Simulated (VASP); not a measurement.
A run of VASP 6.6.1:

File INCAR:

```
PREC     = Accurate       # precision mode
ENCUT    = 500            # plane-wave cutoff, eV
EDIFF    = 1E-6           # SCF threshold, eV
ISMEAR   = 0              # smearing method
SIGMA    = 0.05           # smearing width, eV
LREAL    = F              # projectors in reciprocal space
LASPH    = T              # aspherical terms in the spheres
NELM     = 120            # most SCF steps
ALGO     = Normal         # electronic algorithm
ISIF     = 2              # what is computed and relaxed
LWAVE    = F              # write WAVECAR
LCHARG   = F              # write CHGCAR
GGA      = PE             # functional
IVDW     = 12             # dispersion correction
NBANDS   = 15             # bands
GGA_COMPAT= F
```

The input KPOINTS:

```
Automatic mesh
0
Gamma
  6 6 6
```

File POSCAR:

```
SrTe
1.0
    0.0000000000      3.2651777884      3.2651777884
    3.2651777884      0.0000000000      3.2651777884
    3.2651777884      3.2651777884      0.0000000000
Sr Te
1 1
Direct
    0.5000000000      0.5000000000      0.5000000000
    0.0000000000      0.0000000000      0.0000000000
```

Potentials or basis: VASP PAW PBE potentials, release 64 (Sr_sv, Te).

The run is started by

```console
$ cat potpaw_PBE.64/Sr_sv/POTCAR potpaw_PBE.64/Te/POTCAR > POTCAR
$ mpirun -np 1 vasp_std > vasp.out
```

Hardware: 1 thread of Intel Xeon 8259CL (shared host).

Problem. How long does it take, and how much memory?

Solution. It took 20 s on 1 thread of Intel Xeon 8259CL, with other jobs on the host, peak memory 0.21 GiB. Counts: scf iterations 12, k points 16.
